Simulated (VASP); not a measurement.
# Hf2SeS3: single point with PBE

Crystal: Hf2SeS3.

```
Hf Se S
1.0
     6.42794    0.00000    0.00000
    -3.21397    5.56676    0.00000
     0.00000    0.00000    4.07527
Hf Se S
2 1 3
Direct
  0.33333 0.66667 0.50000
  0.66667 0.33333 0.50000
  0.00000 0.00000 0.00000
  0.50000 0.00000 0.50000
  0.00000 0.50000 0.50000
  0.50000 0.50000 0.50000
```

The cell was generated, and may not be a known phase.

```json
{
 "Program": "VASP 6.6.1",
 "Task": "single point",
 "Functional": "PBE",
 "Potentials or basis": "VASP PAW PBE potentials, release 64 (Hf_pv, Se, S)",
 "Cutoff": "520 eV",
 "k mesh": "3 × 3 × 4",
 "Occupations": "gaussian, width 0.1 eV",
 "Spin": "no spin polarisation"
}
```

- Pressure: 84.0 GPa
- Band gap on the k mesh: zero (bands 22 and 23 overlap by 0.08 eV)

Stress tensor (GPa, compression positive):
```
127.52   0.00   0.00
  0.00 127.52   0.00
  0.00   0.00  -2.89
```

Levels at points of the mesh, in eV from the Fermi level:
| k point | band 18 | band 19 | band 20 | band 21 | band 22 | band 23 | band 24 | band 25 | band 26 | band 27 |
| --- | --- | --- | --- | --- | --- | --- | --- | --- | --- | --- |
| (0.00, 0.00, 0.00) | -1.57 | -1.57 | -1.43 | -0.10 | 0.08 | 0.08 | 0.44 | 0.49 | 0.49 | 0.53 |
| (0.00, 0.00, 0.50) | -1.40 | -1.30 | -1.30 | -0.61 | -0.61 | 0.51 | 0.51 | 0.57 | 0.57 | 2.38 |

Wall time 100 s on 1 thread of Intel Xeon 8259CL, on a shared host, peak memory 0.23 GiB.

Caveat: the k points lie up to 0.39 Å⁻¹ apart; spin-orbit coupling is left out, which moves the levels of the heavy elements.
